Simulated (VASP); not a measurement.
The system is HfN.

```
Hf N
1.0
     3.47164    0.00000    0.00000
     1.73582    3.00653    0.00000
     1.73582    1.00218    2.83458
Hf N
1 1
Direct
  0.00000 0.00000 0.00000
  0.75000 0.75000 0.75000
```

Program: VASP 6.6.1. Alike in all runs: task single point; no spin polarisation; cell as given; k mesh 11 × 11 × 11; cutoff (eV) 520; smearing methfessel-paxton 0.15 eV.

Q: Order these runs on this cell by their pressure, lowest first.
A. level BLYP; potentials or basis VASP PAW PBE potentials, release 64 (Hf_pv, N)
B. level LDA; potentials or basis VASP PAW LDA potentials, release 64 (Hf_pv, N)
C. level PBEsol; potentials or basis VASP PAW PBE potentials, release 64 (Hf_pv, N)

A: B (-9.9 GPa), C (-5.9 GPa), A (5.7 GPa).

Caveats: the PAW data sets were made with another functional, which shifts forces and pressure a little (some runs).
